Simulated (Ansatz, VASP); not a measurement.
**One calculation of Co, two programs**

The input INCAR:

```
SYSTEM = Co
PREC = Accurate
ENCUT = 520
EDIFF = 1E-7
ISMEAR = -1
SIGMA = 0.05
LREAL = .FALSE.
LASPH = .TRUE.
NELM = 150
ALGO = Normal
ISIF = 2
LWAVE = .FALSE.
LCHARG = .TRUE.
ISPIN = 2
MAGMOM = 3 -3
LORBIT = 11
LMAXMIX = 4
GGA = PE
LELF = .TRUE.
LVHAR = .TRUE.
NBANDS = 20
```

KPOINTS

```
Automatic mesh
0
G
  13 13 7
  0 0 0
```

Contents of POSCAR:

```
Co
1.0
    2.5053999800      0.0000000000      0.0000000000
   -1.2526999900      2.1697400300      0.0000000000
    0.0000000000      0.0000000000      4.0893000000
Co
2
Direct
    0.3333333300      0.6666666700      0.2500000000
    0.6666666700      0.3333333300      0.7500000000
```

Input for Ansatz:

```yaml
crystal:
  lattice:
    - [2.50539998, 0.0, 0.0]
    - [-1.25269999, 2.16974003, 0.0]
    - [0.0, 0.0, 4.0893]
  atoms:
    - { symbol: Co, position: [0.33333333, 0.66666667, 0.25], spin: 3.0 }
    - { symbol: Co, position: [0.66666667, 0.33333333, 0.75], spin: -3.0 }
magnetization:
  spin_polarized: true
hamiltonian:
  xc: pbe
  pseudopotentials: { kind: paw }
basis:
  ecutwfc: 420
kpoints:
  mp_grid: { grid: [13, 13, 7] }
scf:
  occupations: { method: fermi_dirac, width: 0.05 }
  lower_state_search: "off"
output:
  forces: true
  stress: true
```

Alike in both runs: task single point; functional PBE; k mesh 13 × 13 × 7; occupations fermi-dirac, width 0.05 eV; collinear spin.

|  | VASP | Ansatz |
| --- | --- | --- |
| version | VASP 6.6.1 | Ansatz 0.2.0 |
| potentials or method | VASP PAW PBE potentials, release 64 (Co), cutoff 520 eV | PAW, plane waves, scalar-relativistic |
| valence electrons in the cell | 18 | 34 |

Ansatz gave:

* pressure (GPa): -9.3
* traceless stress, the component that is largest in VASP (GPa): 1.00
* net moment per atom (μB): 0.00
* size of the moment on the site where the two differ most (μB): 1.13

Question: Which values does VASP return?

Answer: Pressure (GPa): -9.8; traceless stress, the component that is largest in VASP (GPa): 0.91; net moment per atom (μB): 0.00; size of the moment on the site where the two differ most (μB): 1.10.

Site moments also hang on the region over which each program counts them. VASP's potentials hold 18 valence electrons a cell and Ansatz's 34, so a difference there can come from the potentials and not from the codes. Ansatz's warnings: negative dielectric reading.
